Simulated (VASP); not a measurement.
# GaN (F-43m) in VASP: notebook, part 2 of 2

VASP 6.6.1. Earlier steps stand in the parts before.

## Step 3: Single point, PBEsol

This run uses another cell than the first one, of 11.38 Å³/atom, 1.111 times its volume.

File INCAR:

```
SYSTEM = GaN
ALGO = Normal
EDIFF = 1E-6
ENCUT = 520
GGA = PS
ISIF = 2
ISMEAR = 0
LASPH = .TRUE.
LCHARG = .FALSE.
LREAL = .FALSE.
LWAVE = .FALSE.
NBANDS = 16
NELM = 60
PREC = Accurate
SIGMA = 0.01
```

File KPOINTS:

```
k-points
0
G
  10 10 10
  0 0 0
```

File POSCAR:

```
GaN
1.0
    0.0000000000      2.2490690254      2.2490690254
    2.2490690254      0.0000000000      2.2490690254
    2.2490690254      2.2490690254      0.0000000000
Ga N
1 1
Direct
    0.0000000000      0.0000000000      0.0000000000
    0.7500000000      0.7500000000      0.7500000000
```

Potentials or basis: VASP PAW PBE potentials, release 64 (Ga_d, N).

On the command line:

```console
cat potpaw_PBE.64/Ga_d/POTCAR potpaw_PBE.64/N/POTCAR > POTCAR
mpirun -np 1 vasp_std > vasp.out
```

OUTCAR:

```text
SYSTEM = GaN
   EDIFF = 1E-6
   ENCUT = 520
   GGA = PS
   ISIF = 2
   ISMEAR = 0
   LASPH = .TRUE.
   LREAL = .FALSE.
   NELM = 60
   PREC = Accurate

 ion  position               nearest neighbor table
   1  0.000  0.000  0.000-   2 1.95   2 1.95   2 1.95   2 1.95
   2  0.750  0.750  0.750-   1 1.95   1 1.95   1 1.95   1 1.95

  LATTYP: Found a face centered cubic cell.
 ALAT       =     4.4981380508

  Lattice vectors:

 A1 = (   0.0000000000,   2.2490690254,   2.2490690254)
 A2 = (   2.2490690254,   0.0000000000,   2.2490690254)
 A3 = (   2.2490690254,   2.2490690254,   0.0000000000)

Analysis of symmetry for initial positions (statically):
=====================================================================
 Subroutine PRICEL returns:
 Original cell was already a primitive cell.

 Routine SETGRP: Setting up the symmetry group for a
 face centered cubic supercell.

 Subroutine GETGRP returns: Found 24 space group operations
 (whereof 24 operations were pure point group operations)
 out of a pool of 48 trial point group operations.

The static configuration has the point symmetry T_d .

Analysis of symmetry for dynamics (positions and initial velocities):
=====================================================================
 Subroutine PRICEL returns:
 Original cell was already a primitive cell.

 Routine SETGRP: Setting up the symmetry group for a
 face centered cubic supercell.

 Subroutine GETGRP returns: Found 24 space group operations
 (whereof 24 operations were pure point group operations)
 out of a pool of 48 trial point group operations.

The dynamic configuration has the point symmetry T_d .

 Subroutine INISYM returns: Found 24 space group operations
 (whereof 24 operations are pure point group operations),
 and found     1 'primitive' translations

----------------------------------------------------------------------------------------

                                     Primitive cell

  volume of cell :      22.7530
[... 108 lines left out ...]
     AMIX     =   0.40;   BMIX     =  1.00
     AMIX_MAG =   1.60;   BMIX_MAG =  1.00
  volume/ion in A,a.u.               =      11.38        76.77
  Fermi-wavevector in a.u.,A,eV,Ry     =   1.514094  2.861223 31.191099  2.292481
  Thomas-Fermi vector in A             =   2.623798
   LORBIT       =      0    0 simple, 1 ext, 2 COOP (PROOUT), +10 PAW based schemes
   GGA     = PS    functional components
   LHFCALC =     F    Hartree Fock is set to
   AEXX    =    0.0000 exact exchange contribution
   IVDW    =     0    specifies the selected vdW correction
   LEPSILON=     F    determine dielectric tensor
   LRPA    =     F    only Hartree local field effects (RPA)
 non-spin polarized calculation
 Gauss-broadening in eV      SIGMA  =   0.01
  energy-cutoff  :      520.00
  volume of cell :       22.75
 maximum number of plane-waves:       622
   NGX = 11   NGY = 11   NGZ = 11

 number of electron      18.0000008 magnetization

 Free energy of the ion-electron system (eV)
  ---------------------------------------------------
  ext. energy  EPLUGINS =         0.00000000
  ---------------------------------------------------
  free energy    TOTEN  =       -13.12250124 eV

  energy without entropy =      -13.12250124  energy(sigma->0) =      -13.12250124

 E-fermi :   5.3760     XC(G=0): -11.9337

 val. band max:        5.2138489120   @ k =   0.0000   0.0000   0.0000
 cond. band min:       6.9346138696   @ k =   0.0000   0.0000   0.0000
 fundamental gap:      1.7207649576
 Fermi energy:         5.3760302185

 k-point     1 :       0.0000    0.0000    0.0000
  band No.  band energies     occupation
      1     -10.7691      2.00000
      2      -8.1944      2.00000
      3      -8.1944      2.00000
      4      -8.1944      2.00000
      5      -7.8633      2.00000
      6      -7.8633      2.00000
[... 433 lines left out ...]
      3      -7.9635      2.00000
      4      -7.9626      2.00000
      5      -7.8010      2.00000
      6      -6.9555      2.00000
[... 8 lines left out ...]
     15      27.5030      0.00000
     16      27.6111      0.00000

 [... further k-points ...]

------------------------ aborting loop because EDIFF is reached ----------------------------------------

  FORCE on cell =-STRESS in cart. coord.  units (eV):
  Direction    XX          YY          ZZ          XY          YZ          ZX
  --------------------------------------------------------------------------------------
  -------------------------------------------------------------------------------------
  Total       -0.0306597     -0.0306597     -0.0306597      0.0000000      0.0000000      0.0000000
  in kB       -2.1589358     -2.1589358     -2.1589358      0.0000000      0.0000000      0.0000000
  external PRESSURE =      -2.1589358 kB  Pullay stress =       0.0000000 kB

 VOLUME and BASIS-vectors are now :
 -----------------------------------------------------------------------------
  energy-cutoff  :      520.00
  volume of cell :       22.75
      direct lattice vectors                 reciprocal lattice vectors
     0.000000000  2.249069025  2.249069025    -0.222314208  0.222314208  0.222314208
     2.249069025  0.000000000  2.249069025     0.222314208 -0.222314208  0.222314208
     2.249069025  2.249069025  0.000000000     0.222314208  0.222314208 -0.222314208

 POSITION                                       TOTAL-FORCE (eV/Angst)
 -----------------------------------------------------------------------------------
      0.00000      0.00000      0.00000        -0.000000     -0.000000     -0.000000
      3.37360      3.37360      3.37360         0.000000      0.000000      0.000000
 -----------------------------------------------------------------------------------
    total drift:                               -0.000001     -0.000001     -0.000001

  FREE ENERGIE OF THE ION-ELECTRON SYSTEM (eV)
  ---------------------------------------------------
  free  energy   TOTEN  =       -13.1225012361 eV

  energy  without entropy=      -13.1225012361  energy(sigma->0) =      -13.12250124
```

OSZICAR:

```text
N       E                     dE             d eps       ncg     rms          rms(c)
DAV:   1     0.804548331315E+02    0.80455E+02   -0.92040E+03  1672   0.202E+03
DAV:   2    -0.929861004104E+01   -0.89753E+02   -0.82857E+02  1728   0.324E+02
DAV:   3    -0.148748440002E+02   -0.55762E+01   -0.55557E+01  1768   0.701E+01
DAV:   4    -0.149383058798E+02   -0.63462E-01   -0.63456E-01  1848   0.790E+00
DAV:   5    -0.149391526035E+02   -0.84672E-03   -0.84672E-03  1848   0.833E-01    0.722E+00
DAV:   6    -0.131534586833E+02    0.17857E+01   -0.42454E+00  2280   0.394E+01    0.265E+00
DAV:   7    -0.131423714113E+02    0.11087E-01   -0.27134E-01  1608   0.573E+00    0.171E+00
DAV:   8    -0.131258409400E+02    0.16530E-01   -0.52833E-02  1944   0.258E+00    0.710E-01
DAV:   9    -0.131224045653E+02    0.34364E-02   -0.11628E-02  2184   0.227E+00    0.177E-01
DAV:  10    -0.131225428137E+02   -0.13825E-03   -0.11816E-03  1784   0.455E-01    0.928E-02
DAV:  11    -0.131224994923E+02    0.43321E-04   -0.13535E-04  2320   0.182E-01    0.471E-03
DAV:  12    -0.131225012918E+02   -0.17994E-05   -0.13104E-05  1680   0.380E-02    0.328E-03
DAV:  13    -0.131225012361E+02    0.55641E-07   -0.29346E-07  1120   0.104E-02
   1 F= -.13122501E+02 E0= -.13122501E+02  d E =-.992464-119
```

stdout:

```text
POSCAR found type information on POSCAR GaN
 POSCAR found :  2 types and       2 ions
 scaLAPACK will be used
 -----------------------------------------------------------------------------
|                                                                             |
|                                                                             |
|     You enforced a specific xc type in the INCAR file but a different       |
|     I HOPE YOU KNOW WHAT YOU ARE DOING!                                     |
|                                                                             |
 -----------------------------------------------------------------------------

 LDA part: xc-table for (Slater+PW92), standard interpolation
 POSCAR, INCAR and KPOINTS ok, starting setup
 FFT: planning ... GRIDC
 FFT: planning ... GRID_SOFT
 FFT: planning ... GRID
 WAVECAR not read
 entering main loop
```

Wall time 6.2 s (1 thread of Intel Xeon 6975P-C, shared host); peak memory 0.15 GiB.

Results:

| Item | Value |
| --- | --- |
| Free energy | -13.1225 eV |
| Pressure | -0.2 GPa |
| Band gap on the k mesh | 1.72 eV, direct |

Caveat: the PAW data sets were made with another functional, which shifts forces and pressure a little.

## Step 4: Single point, PBEsol

File INCAR:

```
SYSTEM = GaN
PREC = Accurate
ENCUT = 520
EDIFF = 1E-6
ISMEAR = 0
SIGMA = 0.01
LREAL = .FALSE.
LASPH = .TRUE.
NELM = 80
ALGO = Normal
ISIF = 2
LWAVE = .FALSE.
LCHARG = .FALSE.
GGA = PS
NBANDS = 16
```

File KPOINTS:

```
Automatic mesh
0
G
  12 12 12
  0 0 0
```

File POSCAR:

```
GaN
1.0
    0.0000000000      2.1713573498      2.1713573498
    2.1713573498      0.0000000000      2.1713573498
    2.1713573498      2.1713573498      0.0000000000
Ga N
1 1
Direct
    0.0000000000      0.0000000000      0.0000000000
    0.7500000000      0.7500000000      0.7500000000
```

On the command line:

```console
cat potpaw_PBE.64/Ga_d/POTCAR potpaw_PBE.64/N/POTCAR > POTCAR
mpirun -np 1 vasp_std > vasp.out
```

Wall time 9.7 s (1 thread of Intel Xeon 6975P-C, shared host); peak memory 0.15 GiB.

It converged, with:

```yaml
Free_energy: -12.9634 eV
Pressure: 24.7 GPa
Band_gap_on_the_k_mesh: 2.39 eV, direct
```

Levels at points of the mesh, in eV from the valence-band top:
```csv
k point,band 6,band 7,band 8,band 9,band 10,band 11,band 12,band 13
"(0.00, 0.00, 0.00)",-13.11,0.00,0.00,0.00,2.39,10.90,10.90,10.90
"(0.50, 0.00, 0.00)",-11.84,-7.90,-1.13,-1.13,5.33,9.17,10.83,10.83
"(0.50, 0.50, 0.00)",-11.44,-6.66,-3.16,-3.16,3.25,7.18,12.43,15.08
```

Caveat: the PAW data sets were made with another functional, which shifts forces and pressure a little.

## Step 5: Relaxation of cell and atoms, PBEsol

This run uses another cell than the first one, of 11.38 Å³/atom, 1.111 times its volume.

File INCAR:

```
PREC = Accurate ; ENCUT = 600
EDIFF = 1E-6 ; ISMEAR = 0
SIGMA = 0.01 ; LREAL = F
LASPH = T ; NELM = 100
ALGO = Normal ; ISIF = 3
LWAVE = F ; LCHARG = F
GGA = PS ; IBRION = 2
NSW = 80 ; EDIFFG = -0.001
```

File KPOINTS:

```
Automatic mesh
0
Gamma
  10 10 10
```

File POSCAR:

```
GaN
1.0
    0.0000000000      2.2491150748      2.2491150748
    2.2491150748      0.0000000000      2.2491150748
    2.2491150748      2.2491150748      0.0000000000
Ga N
1 1
Direct
    0.0000000000      0.0000000000      0.0000000000
    0.7500000000      0.7500000000      0.7500000000
```

On the command line:

```console
cat potpaw_PBE.64/Ga_d/POTCAR potpaw_PBE.64/N/POTCAR > POTCAR
mpirun -np 1 vasp_std > vasp.out
```

Run time: 36 s. Hardware: 1 thread of Intel Xeon 6975P-C, shared host; peak memory 0.18 GiB.

It converged, with:

```yaml
Free_energy: -13.1243 eV
Relaxed_volume: 11.35 Å³/atom
Relaxed_cell: a = 3.179 Å, b = 3.179 Å, c = 3.179 Å, α = 60.00°, β = 60.00°, γ = 60.00°
Space_group_after_relaxing_to_0.05_Å: F-43m (No. 216)
Energy_gained_by_relaxing: 0.0 meV/atom
Ionic_steps: 7
Pressure_after_relaxing: 0.0 GPa
Band_gap_on_the_k_mesh: 1.73 eV, direct
```

Final structure:
```yaml
crystal:
  lattice:
    - [0.00000, 2.24759, 2.24759]
    - [2.24759, 0.00000, 2.24759]
    - [2.24759, 2.24759, 0.00000]
  atoms:
    - { symbol: Ga, position: [0.00000, 0.00000, 0.00000] }
    - { symbol: N, position: [0.75000, 0.75000, 0.75000] }
```

Levels at points of the mesh, in eV from the valence-band top:
| k point | band 5 | band 6 | band 7 | band 8 | band 9 | band 10 | band 11 | band 12 | band 13 |
| --- | --- | --- | --- | --- | --- | --- | --- | --- | --- |
| (0.00, 0.00, 0.00) | -13.08 | -13.08 | 0.00 | 0.00 | 0.00 | 1.73 | 10.25 | 10.25 | 10.25 |
| (0.50, 0.00, 0.00) | -13.03 | -11.83 | -7.17 | -0.99 | -0.99 | 4.62 | 8.67 | 10.30 | 10.30 |
| (0.50, 0.50, 0.00) | -13.00 | -11.40 | -6.21 | -2.76 | -2.76 | 3.23 | 6.61 | 11.63 | 13.96 |

Caveat: the PAW data sets were made with another functional, which shifts forces and pressure a little.

## Step 6: The runs side by side

| task | cell | k mesh | cutoff (eV) | gap on the mesh (eV) | pressure (GPa) |
| --- | --- | --- | --- | --- | --- |
| single point | a = 3.071 Å, angles 60.0°, 2 atoms | 10 × 10 × 10 | 520 | 2.39 | 24.6 |
| single point | a = 3.181 Å, angles 60.0°, 2 atoms | 10 × 10 × 10 | 520 | 1.72 | -0.2 |
| single point | a = 3.071 Å, angles 60.0°, 2 atoms | 12 × 12 × 12 | 520 | 2.39 | 24.7 |
| relaxation of cell and atoms | relaxed from a = 3.181 Å, angles 60.0°, 2 atoms | 10 × 10 × 10 | 600 | 1.73 | 0.0 |

Alike in all rows: level PBEsol; potentials or basis VASP PAW PBE potentials, release 64 (Ga_d, N); no spin polarisation; smearing gaussian 0.01 eV.

Caveats: the PAW data sets were made with another functional, which shifts forces and pressure a little.

Absolute energies hang on the potentials; compare differences alone.
